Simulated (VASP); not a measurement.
# Pd in VASP: single point with PBE

Aim: the single point of Pd with PBE.

Everything below comes from runs of VASP 6.6.1. Logs are shortened: lines on timing, memory, paths and dates and some standing lists are left out, and cuts for length are marked.

### 1 The cell of the first run

The cell holds a slab with vacuum, 16 atoms: a = 7.780 Å, b = 5.501 Å, c = 16.126 Å, α = 90.00°, β = 90.00°, γ = 90.00°.

### 2 Single point, PBE

INCAR

```
  PREC = Accurate
  ENCUT = 520
  EDIFF = 1E-6
  ISMEAR = -1
  SIGMA = 0.1
  LREAL = Auto
  LASPH = True
  NELM = 80
  ALGO = Normal
  ISIF = 2
  LWAVE = False
  LCHARG = False
  GGA = PE
  NBANDS = 94
```

KPOINTS

```
regular mesh
0
Gamma
  2 2 1
```

POSCAR

```
Pd
1.0
    7.7800000000      0.0000000000      0.0000000000
    0.0000000000      5.5012910000      0.0000000000
    0.0000000000      0.0000000000     16.1259680000
Pd
16
Direct
    0.2500000000      0.2500000000      0.0620118000
    0.7500000000      0.2500000000      0.0620118000
    0.2500000000      0.7500000000      0.0620118000
    0.7500000000      0.7500000000      0.0620118000
    0.0000000000      0.0000000000      0.1454352459
    0.5000000000      0.0000000000      0.1454352459
    0.0000000000      0.5000000000      0.1454352459
    0.5000000000      0.5000000000      0.1454352459
    0.2500000000      0.2500000000      0.2366604315
    0.7500000000      0.2500000000      0.2366604315
    0.2500000000      0.7500000000      0.2366604315
    0.7500000000      0.7500000000      0.2366604315
    0.0000000000      0.0000000000      0.3202079577
    0.5000000000      0.0000000000      0.3202079577
    0.0000000000      0.5000000000      0.3202079577
    0.5000000000      0.5000000000      0.3202079577
```

Potentials or basis: VASP PAW PBE potentials, release 64 (Pd).

The run is started by

```console
cat potpaw_PBE.64/Pd/POTCAR > POTCAR
mpirun -np 1 vasp_std > vasp.out
```

OUTCAR:

```text
PREC = Accurate
   ENCUT = 520
   EDIFF = 1E-6
   ISMEAR = -1
   LREAL = Auto
   LASPH = True
   NELM = 80
   ISIF = 2
   GGA = PE

 ion  position               nearest neighbor table
   1  0.250  0.250  0.062-   5 2.74   6 2.74   7 2.74   8 2.74   3 2.75   3 2.75   9 2.82
   2  0.750  0.250  0.062-   5 2.74   6 2.74   7 2.74   8 2.74   4 2.75   4 2.75  10 2.82
   3  0.250  0.750  0.062-   5 2.74   6 2.74   7 2.74   8 2.74   1 2.75   1 2.75  11 2.82
   4  0.750  0.750  0.062-   5 2.74   6 2.74   7 2.74   8 2.74   2 2.75   2 2.75  12 2.82
   5  0.000  0.000  0.145-   1 2.74   2 2.74   3 2.74   4 2.74   7 2.75   7 2.75  10 2.80  11 2.80
                            12 2.80   9 2.80  13 2.82
   6  0.500  0.000  0.145-   1 2.74   2 2.74   3 2.74   4 2.74   8 2.75   8 2.75  10 2.80  11 2.80
                            12 2.80   9 2.80  14 2.82
   7  0.000  0.500  0.145-   1 2.74   2 2.74   3 2.74   4 2.74   5 2.75   5 2.75  10 2.80  11 2.80
                            12 2.80   9 2.80  15 2.82
   8  0.500  0.500  0.145-   1 2.74   2 2.74   3 2.74   4 2.74   6 2.75   6 2.75  10 2.80  11 2.80
                            12 2.80   9 2.80  16 2.82
   9  0.250  0.250  0.237-  13 2.74  14 2.74  15 2.74  16 2.74  11 2.75  11 2.75   7 2.80   8 2.80
                             5 2.80   6 2.80   1 2.82
  10  0.750  0.250  0.237-  13 2.74  14 2.74  15 2.74  16 2.74  12 2.75  12 2.75   7 2.80   8 2.80
                             5 2.80   6 2.80   2 2.82
  11  0.250  0.750  0.237-  13 2.74  14 2.74  15 2.74  16 2.74   9 2.75   9 2.75   7 2.80   8 2.80
                             5 2.80   6 2.80   3 2.82
  12  0.750  0.750  0.237-  13 2.74  14 2.74  15 2.74  16 2.74  10 2.75  10 2.75   7 2.80   8 2.80
                             5 2.80   6 2.80   4 2.82
  13  0.000  0.000  0.320-   9 2.74  10 2.74  11 2.74  12 2.74  15 2.75  15 2.75   5 2.82
  14  0.500  0.000  0.320-   9 2.74  10 2.74  11 2.74  12 2.74  16 2.75  16 2.75   6 2.82
  15  0.000  0.500  0.320-   9 2.74  10 2.74  11 2.74  12 2.74  13 2.75  13 2.75   7 2.82
  16  0.500  0.500  0.320-   9 2.74  10 2.74  11 2.74  12 2.74  14 2.75  14 2.75   8 2.82

  LATTYP: Found a simple orthorhombic cell.
 ALAT       =     5.5012910000
 B/A-ratio  =     1.4142135001
 C/A-ratio  =     2.9313061243

  Lattice vectors:

 A1 = (   0.0000000000,  -5.5012910000,   0.0000000000)
 A2 = (   7.7800000000,   0.0000000000,   0.0000000000)
 A3 = (   0.0000000000,   0.0000000000,  16.1259680000)

Analysis of symmetry for initial positions (statically):
=====================================================================
 Subroutine PRICEL returns following result:

  LATTYP: Found a simple orthorhombic cell.
 ALAT       =     2.7506455000
 B/A-ratio  =     1.4142135001
 C/A-ratio  =     5.8626122487

  Lattice vectors:

 A1 = (   0.0000000000,  -2.7506455000,   0.0000000000)
 A2 = (   3.8900000000,   0.0000000000,   0.0000000000)
 A3 = (   0.0000000000,   0.0000000000,  16.1259680000)

   4 primitive cells build up your supercell.

 Routine SETGRP: Setting up the symmetry group for a
 simple orthorhombic supercell.

 Subroutine GETGRP returns: Found  4 space group operations
 (whereof  4 operations were pure point group operations)
 out of a pool of  8 trial point group operations.

The static configuration has the point symmetry C_2v.

Analysis of symmetry for dynamics (positions and initial velocities):
=====================================================================
 Subroutine PRICEL returns following result:

  LATTYP: Found a simple orthorhombic cell.
 ALAT       =     2.7506455000
 B/A-ratio  =     1.4142135001
 C/A-ratio  =     5.8626122487

  Lattice vectors:

 A1 = (   0.0000000000,  -2.7506455000,   0.0000000000)
 A2 = (   3.8900000000,   0.0000000000,   0.0000000000)
 A3 = (   0.0000000000,   0.0000000000,  16.1259680000)

   4 primitive cells build up your supercell.

 Routine SETGRP: Setting up the symmetry group for a
 simple orthorhombic supercell.

 Subroutine GETGRP returns: Found  4 space group operations
 (whereof  4 operations were pure point group operations)
 out of a pool of  8 trial point group operations.

The dynamic configuration has the point symmetry C_2v.

 Subroutine INISYM returns: Found  4 space group operations
 (whereof  4 operations are pure point group operations),
 and found     4 'primitive' translations

----------------------------------------------------------------------------------------

                                     Primitive cell

  volume of cell :     172.5480

  direct lattice vectors                    reciprocal lattice vectors
     0.000000000 -2.750645500  0.000000000     0.000000000 -0.363551028  0.000000000
     3.890000000  0.000000000  0.000000000     0.257069409  0.000000000  0.000000000
     0.000000000  0.000000000 16.125968000     0.000000000  0.000000000  0.062011781

  length of vectors
     2.750645500  3.890000000 16.125968000     0.363551028  0.257069409  0.062011781

  position of ions in fractional coordinates (direct lattice)
     0.500000000  0.500000000  0.062011800
     0.000000000  0.000000000  0.145435246
     0.500000000  0.500000000  0.236660431
     0.000000000  0.000000000  0.320207958

  ion indices of the primitive-cell ions
   primitive index   ion index
                 1           1
                 2           5
                 3           9
                 4          13

----------------------------------------------------------------------------------------

 KPOINTS: regular mesh

Automatic generation of k-mesh.
 Grid dimensions read from file:
 generate k-points for:    2    2    1

 Generating k-lattice:

  Cartesian coordinates                     Fractional coordinates (reciprocal lattice)
     0.064267352  0.000000000  0.000000000     0.500000000  0.000000000  0.000000000
     0.000000000  0.090887757  0.000000000     0.000000000  0.500000000  0.000000000
     0.000000000  0.000000000  0.062011781     0.000000000  0.000000000  1.000000000

  Length of vectors
     0.064267352  0.090887757  0.062011781

  Shift w.r.t. Gamma in fractional coordinates (k-lattice)
     0.000000000  0.000000000  0.000000000

 Subroutine IBZKPT returns following result:
 ===========================================

 Found      4 irreducible k-points:

 Following reciprocal coordinates:
            Coordinates               Weight
  0.000000  0.000000  0.000000      1.000000
  0.500000  0.000000  0.000000      1.000000
  0.000000  0.500000  0.000000      1.000000
  0.500000  0.500000  0.000000      1.000000
   k-points           NKPTS =      4   k-points in BZ     NKDIM =      4   number of bands    NBANDS=     94
   number of dos      NEDOS =    301   number of ions     NIONS =     16
   total plane-waves  NPLWV = 302400
   dimension x,y,z NGX =    60 NGY =   42 NGZ =  120
   dimension x,y,z NGXF=   120 NGYF=   84 NGZF=  240
   ions per type =              16
   NGX,Y,Z   is equivalent  to a cutoff of  12.82, 12.69, 12.37 a.u.
   NGXF,Y,Z  is equivalent  to a cutoff of  25.64, 25.38, 24.74 a.u.
 SYSTEM =  unknown system
   PREC   = accura    normal or accurate (medium, high low for compatibility)
   ISTART =      0    job   : 0-new  1-cont  2-samecut
   ICHARG =      2    charge: 1-file 2-atom 10-const
   ISPIN  =      1    spin polarized calculation?
   LNONCOLLINEAR =      F non collinear calculations
   LSORBIT =      F    spin-orbit coupling
   LASPH  =      T    aspherical Exc in radial PAW
   ENCUT  =  520.0 eV  38.22 Ry    6.18 a.u.  14.47 10.23 29.98*2*pi/ulx,y,z
   NELM   =     80;   NELMIN=  2; NELMDL= -5     # of ELM steps
   EDIFF  = 0.1E-05   stopping-criterion for ELM
   LREAL  =      T    real-space projection
   EDIFFG = 0.1E-04   stopping-criterion for IOM
   NSW    =      0    number of steps for IOM
   IBRION =     -1    ionic relax: 0-MD 1-quasi-New 2-CG
   NFREE  =      0    steps in history (QN), initial steepest desc. (CG)
   ISIF   =      2    stress and relaxation
   ISYM   =      2    0-nonsym 1-usesym 2-fastsym
   POTIM  = 0.5000    time-step for ionic-motion
   TEBEG  =    0.0;   TEEND  =   0.0 temperature during run
   PSTRESS=    0.0 pullay stress
   NELECT =     160.0000    total number of electrons
   NUPDOWN=      -1.0000    fix difference up-down
   EMIN   =  10.00;   EMAX   =-10.00  energy-range for DOS
   EFERMI =   0.00;   METHOD = LEGACY
   ISMEAR =    -1;   SIGMA  =   0.10  broadening in eV -4-tet -1-fermi 0-gaus
   EFERMI_NEDOS =   21; number of points for ismear=-14 and -15
   IALGO  =     38    algorithm
   IMIX   =      4    mixing-type and parameters
     AMIX     =   0.40;   BMIX     =  1.00
     AMIX_MAG =   1.60;   BMIX_MAG =  1.00
  volume/ion in A,a.u.               =      43.14       291.10
  Fermi-wavevector in a.u.,A,eV,Ry     =   1.005676  1.900452 13.760722  1.011385
  Thomas-Fermi vector in A             =   2.138371
   LORBIT       =      0    0 simple, 1 ext, 2 COOP (PROOUT), +10 PAW based schemes
   GGA     = PE    functional components
   LHFCALC =     F    Hartree Fock is set to
   AEXX    =    0.0000 exact exchange contribution
   IVDW    =     0    specifies the selected vdW correction
   LEPSILON=     F    determine dielectric tensor
   LRPA    =     F    only Hartree local field effects (RPA)
 non-spin polarized calculation
  energy-cutoff  :      520.00
  volume of cell :      690.19
 maximum number of plane-waves:     18652
 NGX is ok and might be reduce to    60
   NGX = 29   NGY = 21   NGZ = 59

 number of electron     160.0000045 magnetization

 Free energy of the ion-electron system (eV)
  ---------------------------------------------------
  ext. energy  EPLUGINS =         0.00000000
  ---------------------------------------------------
  free energy    TOTEN  =       -76.24212761 eV

  energy without entropy =      -75.16283619  energy(sigma->0) =      -75.70248190

 E-fermi :   0.0697     XC(G=0):  -5.7122

 val. band max:        0.0618662006   @ k =   0.0000   0.5000   0.0000
 cond. band min:       0.0802849479   @ k =   0.0000   0.0000   0.0000
 fundamental gap:      0.0184187473
 Fermi energy:         0.0696844310

 k-point     1 :       0.0000    0.0000    0.0000
  band No.  band energies     occupation
      1      -5.8329      2.00000
      2      -4.6598      2.00000
      3      -4.6297      2.00000
      4      -4.6279      2.00000
      5      -4.4646      2.00000
      6      -4.4622      2.00000
[... 84 lines left out ...]
     91       2.8584      0.00000
     92       3.1927      0.00000

 k-point     2 :       0.5000    0.0000    0.0000
  band No.  band energies     occupation
      1      -5.2657      2.00000
      2      -5.2657      2.00000
      3      -4.5056      2.00000
      4      -4.5056      2.00000
      5      -4.2714      2.00000
      6      -4.2714      2.00000
[... 84 lines left out ...]
     91       2.8546      0.00000
     92       2.8546      0.00000

 k-point     3 :       0.0000    0.5000    0.0000
  band No.  band energies     occupation
      1      -4.6965      2.00000
      2      -4.6965      2.00000
      3      -4.1197      2.00000
      4      -4.1197      2.00000
      5      -3.7209      2.00000
      6      -3.7209      2.00000
[... 84 lines left out ...]
     91       3.1416      0.00000
     92       3.1416      0.00000

 k-point     4 :       0.5000    0.5000    0.0000
  band No.  band energies     occupation
      1      -4.2949      2.00000
      2      -4.2949      2.00000
      3      -4.2949      2.00000
      4      -4.2949      2.00000
      5      -3.7656      2.00000
      6      -3.7656      2.00000
[... 84 lines left out ...]
     91       3.3274      0.00000
     92       3.3274      0.00000
 [bands above 92 left out]

------------------------ aborting loop because EDIFF is reached ----------------------------------------

  FORCE on cell =-STRESS in cart. coord.  units (eV):
  Direction    XX          YY          ZZ          XY          YZ          ZX
  --------------------------------------------------------------------------------------
  -------------------------------------------------------------------------------------
  Total       -6.8105298    -11.7822175     -1.5881409      0.0000000      0.0000000      0.0000000
  in kB      -15.8096213    -27.3506473     -3.6866304      0.0000000      0.0000000      0.0000000
  external PRESSURE =     -15.6156330 kB  Pullay stress =       0.0000000 kB

 VOLUME and BASIS-vectors are now :
 -----------------------------------------------------------------------------
  energy-cutoff  :      520.00
  volume of cell :      690.19
      direct lattice vectors                 reciprocal lattice vectors
     7.780000000  0.000000000  0.000000000     0.128534704  0.000000000  0.000000000
     0.000000000  5.501291000  0.000000000     0.000000000  0.181775514  0.000000000
     0.000000000  0.000000000 16.125968000     0.000000000  0.000000000  0.062011781

 POSITION                                       TOTAL-FORCE (eV/Angst)
 -----------------------------------------------------------------------------------
      1.94500      1.37532      1.00000         0.000000     -0.000000      0.065947
      5.83500      1.37532      1.00000         0.000000      0.000000      0.065947
      1.94500      4.12597      1.00000         0.000000      0.000000      0.065947
      5.83500      4.12597      1.00000         0.000000      0.000000      0.065947
      0.00000      0.00000      2.34528        -0.000000     -0.000000      0.057331
      3.89000      0.00000      2.34528        -0.000000      0.000000      0.057331
[... 8 lines left out ...]
      0.00000      2.75065      5.16366        -0.000000     -0.000000     -0.075559
      3.89000      2.75065      5.16366         0.000000     -0.000000     -0.075559
 -----------------------------------------------------------------------------------
    total drift:                                0.000000     -0.000000     -0.006363

  FREE ENERGIE OF THE ION-ELECTRON SYSTEM (eV)
  ---------------------------------------------------
  free  energy   TOTEN  =       -76.2421276135 eV

  energy  without entropy=      -75.1628361856  energy(sigma->0) =      -75.70248190
```

Run time: 5.4 min. Hardware: 1 thread of Intel Xeon 6975P-C (Granite Rapids), shared host; peak memory 0.66 GiB.

Results:

```
Free energy            : -76.2421 eV
Largest force          : 0.076 eV/Å
Band gap on the k mesh : zero (bands 80 and 81 overlap by 0.24 eV)
```

Forces in eV/Å, atoms in the order of the input:
```
Pd   0.000  0.000  0.066
Pd   0.000  0.000  0.066
Pd   0.000  0.000  0.066
Pd   0.000  0.000  0.066
Pd   0.000  0.000  0.057
Pd   0.000  0.000  0.057
Pd   0.000  0.000  0.057
Pd   0.000  0.000  0.057
Pd   0.000  0.000 -0.048
Pd   0.000  0.000 -0.048
Pd   0.000  0.000 -0.048
Pd   0.000  0.000 -0.048
Pd   0.000  0.000 -0.076
Pd   0.000  0.000 -0.076
Pd   0.000  0.000 -0.076
Pd   0.000  0.000 -0.076
```

Levels at points of the mesh, in eV from the Fermi level:
| k point | band 77 | band 78 | band 79 | band 80 | band 81 | band 82 |
| --- | --- | --- | --- | --- | --- | --- |
| (0.00, 0.00, 0.00) | 0.01 | 0.02 | 0.02 | 0.03 | 0.03 | 0.07 |
| (0.50, 0.00, 0.00) | 0.03 | 0.03 | 0.04 | 0.04 | 0.10 | 0.10 |
| (0.00, 0.50, 0.00) | -0.53 | -0.53 | -0.16 | -0.16 | -0.01 | -0.01 |
| (0.50, 0.50, 0.00) | -0.21 | -0.21 | -0.21 | -0.21 | -0.20 | -0.20 |

Caveat: the k points lie up to 0.57 Å⁻¹ apart; there is no dipole correction, which matters where the two faces differ.
